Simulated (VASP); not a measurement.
# Pb (P6/mmm) in VASP: further runs

Pb is run at these levels: RPBE; tasks: single point.

Program: VASP 6.6.1. These are calculated values, not measurements. Logs are shortened: lines on timing, memory, paths and dates and some standing lists are left out, and cuts for length are marked.

## Step 1: The cell of the first run

Symmetry: P6/mmm, No. 191, hexagonal system. The conventional cell has a = 5.926 Å, b = 5.926 Å, c = 3.575 Å, α = 90.00°, β = 90.00°, γ = 120.00°. Within 4.7 Å of Pb (site symmetry 6/mmm) lie 14 Pb at 3.58 to 3.86 Å. Within 4.5 Å of Pb (site symmetry -6m2) lie 11 Pb at 3.42 to 3.86 Å.

This isn't the form of Pb at room conditions, which is fcc.

## Step 2: Single point, RPBE (36.24 Å³/atom)

The input, INCAR:

```
PREC = Accurate
ENCUT = 520
EDIFF = 1E-6
ISMEAR = -1
SIGMA = 0.1
LREAL = False
LASPH = True
NELM = 80
ALGO = Normal
ISIF = 2
LWAVE = False
LCHARG = False
GGA = RP
NBANDS = 28
```

The input, KPOINTS:

```
Automatic mesh
0
Gamma
  8 8 12
```

The input, POSCAR:

```
Pb
1.0
    5.9259150423      0.0000000000      0.0000000000
   -2.9629575212      5.1319929673      0.0000000000
    0.0000000000      0.0000000000      3.5752481621
Pb
3
Direct
    1.0000000000      0.0000000000      0.0000000000
    0.3333333333      0.6666666667      0.5000000000
    0.6666666667      0.3333333333      0.5000000000
```

Potentials or basis: VASP PAW PBE potentials, release 64 (Pb_d).

Launch:

```bash
> cat potpaw_PBE.64/Pb_d/POTCAR > POTCAR
> mpirun -np 1 vasp_std > vasp.out
```

OUTCAR:

```text
PREC = Accurate
   ENCUT = 520
   EDIFF = 1E-6
   ISMEAR = -1
   LREAL = False
   LASPH = True
   NELM = 80
   ISIF = 2
   GGA = RP

 ion  position               nearest neighbor table
   1  0.000  0.000  0.000-   2 3.86   3 3.86   2 3.86   3 3.86   3 3.86   3 3.86   2 3.86   2 3.86
                             3 3.86   3 3.86   2 3.86   2 3.86
   2  0.333  0.667  0.500-   3 3.42   3 3.42   3 3.42   1 3.86   1 3.86   1 3.86   1 3.86   1 3.86
                             1 3.86
   3  0.667  0.333  0.500-   2 3.42   2 3.42   2 3.42   1 3.86   1 3.86   1 3.86   1 3.86   1 3.86
                             1 3.86

  LATTYP: Found a hexagonal cell.
 ALAT       =     5.9259150423
 C/A-ratio  =     0.6033242354

  Lattice vectors:

 A1 = (   5.9259150423,   0.0000000000,   0.0000000000)
 A2 = (  -2.9629575212,   5.1319929673,   0.0000000000)
 A3 = (   0.0000000000,   0.0000000000,   3.5752481621)

Analysis of symmetry for initial positions (statically):
=====================================================================
 Subroutine PRICEL returns:
 Original cell was already a primitive cell.

 Routine SETGRP: Setting up the symmetry group for a
 hexagonal supercell.

 Subroutine GETGRP returns: Found 24 space group operations
 (whereof 24 operations were pure point group operations)
 out of a pool of 24 trial point group operations.

The static configuration has the point symmetry D_6h.

Analysis of symmetry for dynamics (positions and initial velocities):
=====================================================================
 Subroutine PRICEL returns:
 Original cell was already a primitive cell.

 Routine SETGRP: Setting up the symmetry group for a
 hexagonal supercell.

 Subroutine GETGRP returns: Found 24 space group operations
 (whereof 24 operations were pure point group operations)
 out of a pool of 24 trial point group operations.

The dynamic configuration has the point symmetry D_6h.

 Subroutine INISYM returns: Found 24 space group operations
 (whereof 24 operations are pure point group operations),
 and found     1 'primitive' translations

----------------------------------------------------------------------------------------

                                     Primitive cell

  volume of cell :     108.7296

  direct lattice vectors                    reciprocal lattice vectors
     5.925915042  0.000000000  0.000000000     0.168750310  0.097428037  0.000000000
    -2.962957521  5.131992967  0.000000000     0.000000000  0.194856074  0.000000000
     0.000000000  0.000000000  3.575248162     0.000000000  0.000000000  0.279700864

  length of vectors
     5.925915042  5.925915042  3.575248162     0.194856074  0.194856074  0.279700864

  position of ions in fractional coordinates (direct lattice)
     0.000000000  0.000000000  0.000000000
     0.333333333  0.666666667  0.500000000
     0.666666667  0.333333333  0.500000000

  ion indices of the primitive-cell ions
   primitive index   ion index
                 1           1
                 2           2
                 3           3

----------------------------------------------------------------------------------------

 KPOINTS: Automatic mesh

Automatic generation of k-mesh.
 Grid dimensions read from file:
 generate k-points for:    8    8   12

 Generating k-lattice:

  Cartesian coordinates                     Fractional coordinates (reciprocal lattice)
     0.021093789  0.012178505  0.000000000     0.125000000  0.000000000  0.000000000
     0.000000000  0.024357009  0.000000000     0.000000000  0.125000000  0.000000000
     0.000000000  0.000000000  0.023308405     0.000000000  0.000000000  0.083333333

  Length of vectors
     0.024357009  0.024357009  0.023308405

  Shift w.r.t. Gamma in fractional coordinates (k-lattice)
     0.000000000  0.000000000  0.000000000

 Subroutine IBZKPT returns following result:
 ===========================================

 Found     70 irreducible k-points:

 Following reciprocal coordinates:
            Coordinates               Weight
  0.000000  0.000000  0.000000      1.000000
  0.125000 -0.000000  0.000000      6.000000
  0.250000 -0.000000  0.000000      6.000000
  0.375000 -0.000000  0.000000      6.000000
  0.500000 -0.000000  0.000000      3.000000
  0.125000  0.125000  0.000000      6.000000
[... 16 lines left out ...]
  0.250000 -0.000000  0.166667     12.000000
  0.375000 -0.000000  0.166667     12.000000
 [... further k-points ...]
   k-points           NKPTS =     70   k-points in BZ     NKDIM =     70   number of bands    NBANDS=     28
   number of dos      NEDOS =    301   number of ions     NIONS =      3
   total plane-waves  NPLWV =  64512
   dimension x,y,z NGX =    48 NGY =   48 NGZ =   28
   dimension x,y,z NGXF=    96 NGYF=   96 NGZF=   56
   ions per type =               3
   NGX,Y,Z   is equivalent  to a cutoff of  13.47, 13.47, 13.02 a.u.
   NGXF,Y,Z  is equivalent  to a cutoff of  26.93, 26.93, 26.04 a.u.
 SYSTEM =  unknown system
   PREC   = accura    normal or accurate (medium, high low for compatibility)
   ISTART =      0    job   : 0-new  1-cont  2-samecut
   ICHARG =      2    charge: 1-file 2-atom 10-const
   ISPIN  =      1    spin polarized calculation?
   LNONCOLLINEAR =      F non collinear calculations
   LSORBIT =      F    spin-orbit coupling
   LASPH  =      T    aspherical Exc in radial PAW
   ENCUT  =  520.0 eV  38.22 Ry    6.18 a.u.  11.02 11.02  6.65*2*pi/ulx,y,z
   NELM   =     80;   NELMIN=  2; NELMDL= -5     # of ELM steps
   EDIFF  = 0.1E-05   stopping-criterion for ELM
   LREAL  =      F    real-space projection
   EDIFFG = 0.1E-04   stopping-criterion for IOM
   NSW    =      0    number of steps for IOM
   IBRION =     -1    ionic relax: 0-MD 1-quasi-New 2-CG
   NFREE  =      0    steps in history (QN), initial steepest desc. (CG)
   ISIF   =      2    stress and relaxation
   ISYM   =      2    0-nonsym 1-usesym 2-fastsym
   POTIM  = 0.5000    time-step for ionic-motion
   TEBEG  =    0.0;   TEEND  =   0.0 temperature during run
   PSTRESS=    0.0 pullay stress
   NELECT =      42.0000    total number of electrons
   NUPDOWN=      -1.0000    fix difference up-down
   EMIN   =  10.00;   EMAX   =-10.00  energy-range for DOS
   EFERMI =   0.00;   METHOD = LEGACY
   ISMEAR =    -1;   SIGMA  =   0.10  broadening in eV -4-tet -1-fermi 0-gaus
   EFERMI_NEDOS =   21; number of points for ismear=-14 and -15
   IALGO  =     38    algorithm
   IMIX   =      4    mixing-type and parameters
     AMIX     =   0.40;   BMIX     =  1.00
     AMIX_MAG =   1.60;   BMIX_MAG =  1.00
  volume/ion in A,a.u.               =      36.24       244.58
  Fermi-wavevector in a.u.,A,eV,Ry     =   1.192272  2.253068 19.340854  1.421513
  Thomas-Fermi vector in A             =   2.328314
   LORBIT       =      0    0 simple, 1 ext, 2 COOP (PROOUT), +10 PAW based schemes
   GGA     = RP    functional components
   LHFCALC =     F    Hartree Fock is set to
   AEXX    =    0.0000 exact exchange contribution
   IVDW    =     0    specifies the selected vdW correction
   LEPSILON=     F    determine dielectric tensor
   LRPA    =     F    only Hartree local field effects (RPA)
 non-spin polarized calculation
  energy-cutoff  :      520.00
  volume of cell :      108.73
 maximum number of plane-waves:      2953
 NGX is ok and might be reduce to    48
   NGX = 23   NGY = 23   NGZ = 13

 number of electron      42.0000004 magnetization

 Free energy of the ion-electron system (eV)
  ---------------------------------------------------
  ext. energy  EPLUGINS =         0.00000000
  ---------------------------------------------------
  free energy    TOTEN  =        -9.37477406 eV

  energy without entropy =       -9.32256988  energy(sigma->0) =       -9.34867197

 E-fermi :   5.5456     XC(G=0):  -9.2459

 val. band max:        5.5229324786   @ k =   0.2500  -0.0000   0.3333
 cond. band min:       5.5509264536   @ k =   0.1250  -0.0000   0.5000
 fundamental gap:      0.0279939750
 Fermi energy:         5.5455960862

 k-point     1 :       0.0000    0.0000    0.0000
  band No.  band energies     occupation
      1     -11.6966      2.00000
      2     -11.6012      2.00000
      3     -11.6012      2.00000
      4     -11.5548      2.00000
      5     -11.5548      2.00000
      6     -11.5306      2.00000
[... 20 lines left out ...]
     27      11.8929      0.00000
     28      12.0099      0.00000

 k-point     2 :       0.1250   -0.0000    0.0000
  band No.  band energies     occupation
      1     -11.6959      2.00000
      2     -11.6021      2.00000
      3     -11.6018      2.00000
      4     -11.5555      2.00000
      5     -11.5546      2.00000
      6     -11.5296      2.00000
[... 20 lines left out ...]
     27      11.8528      0.00000
     28      11.9807      0.00000

 k-point     3 :       0.2500   -0.0000    0.0000
  band No.  band energies     occupation
      1     -11.6943      2.00000
      2     -11.6052      2.00000
      3     -11.6043      2.00000
      4     -11.5571      2.00000
      5     -11.5536      2.00000
      6     -11.5257      2.00000
[... 20 lines left out ...]
     27      11.5690      0.00000
     28      12.2061      0.00000

 k-point     4 :       0.3750   -0.0000    0.0000
  band No.  band energies     occupation
      1     -11.6928      2.00000
      2     -11.6109      2.00000
      3     -11.6062      2.00000
      4     -11.5587      2.00000
      5     -11.5519      2.00000
      6     -11.5183      2.00000
[... 20 lines left out ...]
     27      11.3562      0.00000
     28      12.5370      0.00000

 k-point     5 :       0.5000   -0.0000    0.0000
  band No.  band energies     occupation
      1     -11.6921      2.00000
      2     -11.6140      2.00000
      3     -11.6070      2.00000
      4     -11.5593      2.00000
      5     -11.5510      2.00000
      6     -11.5115      2.00000
[... 20 lines left out ...]
     27      11.2783      0.00000
     28      12.1959      0.00000

 k-point     6 :       0.1250    0.1250    0.0000
  band No.  band energies     occupation
      1     -11.6947      2.00000
      2     -11.6042      2.00000
      3     -11.6034      2.00000
      4     -11.5563      2.00000
      5     -11.5543      2.00000
      6     -11.5271      2.00000
[... 463 lines left out ...]
      5     -11.5770      2.00000
      6     -11.4839      2.00000
[... 20 lines left out ...]
     27      11.2344      0.00000
     28      13.6215      0.00000

 k-point    22 :       0.1250   -0.0000    0.1667
  band No.  band energies     occupation
      1     -11.6441      2.00000
      2     -11.6050      2.00000
      3     -11.6045      2.00000
      4     -11.5776      2.00000
      5     -11.5773      2.00000
      6     -11.4818      2.00000
[... 20 lines left out ...]
     27      11.0332      0.00000
     28      13.6600      0.00000

 k-point    23 :       0.2500   -0.0000    0.1667
  band No.  band energies     occupation
      1     -11.6431      2.00000
      2     -11.6055      2.00000
      3     -11.6053      2.00000
      4     -11.5784      2.00000
      5     -11.5770      2.00000
      6     -11.4775      2.00000
[... 20 lines left out ...]
     27      10.4737      0.00000
     28      13.2076      0.00000

 k-point    24 :       0.3750   -0.0000    0.1667
  band No.  band energies     occupation
      1     -11.6423      2.00000
      2     -11.6074      2.00000
      3     -11.6054      2.00000
      4     -11.5801      2.00000
      5     -11.5742      2.00000
      6     -11.4756      2.00000
[... 20 lines left out ...]
     27       9.5922      0.00000
     28      12.6452      0.00000

 [... further k-points ...]

------------------------ aborting loop because EDIFF is reached ----------------------------------------

  FORCE on cell =-STRESS in cart. coord.  units (eV):
  Direction    XX          YY          ZZ          XY          YZ          ZX
  --------------------------------------------------------------------------------------
  -------------------------------------------------------------------------------------
  Total       -1.6384055     -1.6384055     -1.4169552      0.0000000      0.0000000     -0.0000000
  in kB      -24.1426155    -24.1426155    -20.8794486      0.0000000      0.0000000     -0.0000000
  external PRESSURE =     -23.0548932 kB  Pullay stress =       0.0000000 kB

 VOLUME and BASIS-vectors are now :
 -----------------------------------------------------------------------------
  energy-cutoff  :      520.00
  volume of cell :      108.73
      direct lattice vectors                 reciprocal lattice vectors
     5.925915042  0.000000000  0.000000000     0.168750310  0.097428037  0.000000000
    -2.962957521  5.131992967  0.000000000     0.000000000  0.194856074  0.000000000
     0.000000000  0.000000000  3.575248162     0.000000000  0.000000000  0.279700864

 POSITION                                       TOTAL-FORCE (eV/Angst)
 -----------------------------------------------------------------------------------
      0.00000      0.00000      0.00000         0.000000      0.000000      0.000000
     -0.00000      3.42133      1.78762        -0.000000      0.000000      0.000000
      2.96296      1.71066      1.78762         0.000000     -0.000000     -0.000000
 -----------------------------------------------------------------------------------
    total drift:                               -0.000000      0.000000     -0.000000

  FREE ENERGIE OF THE ION-ELECTRON SYSTEM (eV)
  ---------------------------------------------------
  free  energy   TOTEN  =        -9.3747740636 eV

  energy  without entropy=       -9.3225698773  energy(sigma->0) =       -9.34867197
```

Run time: 1.8 min. Hardware: 1 thread of Intel Xeon Platinum 8559C (Emerald Rapids), shared host; peak memory 0.33 GiB.

Results:

```yaml
Free_energy: -9.3748 eV
Pressure: -2.3 GPa
Band_gap_on_the_k_mesh: zero (bands 21 and 22 overlap by 3.07 eV)
```

Stress tensor (GPa, compression positive):
```
-2.41  0.00  0.00
 0.00 -2.41  0.00
 0.00  0.00 -2.09
```

Levels at points of the mesh, in eV from the Fermi level:
```
           k point  band 19  band 20  band 21  band 22  band 23  band 24
(0.00, 0.00, 0.00)    -1.69    -1.69    -1.57    -1.57     2.73     6.25
(0.50, 0.00, 0.00)    -3.27     0.25     0.33     2.55     2.90     3.43
(0.00, 0.00, 0.50)    -1.97    -1.16    -0.17    -0.17    -0.09     0.97
(0.50, 0.00, 0.50)    -2.85    -2.43    -1.19    -0.88     0.63     2.62
```

Caveat: the PAW data sets were made with another functional, which shifts forces and pressure a little; spin-orbit coupling is left out, which moves the levels of the heavy elements.

[end of part 1 of 2]
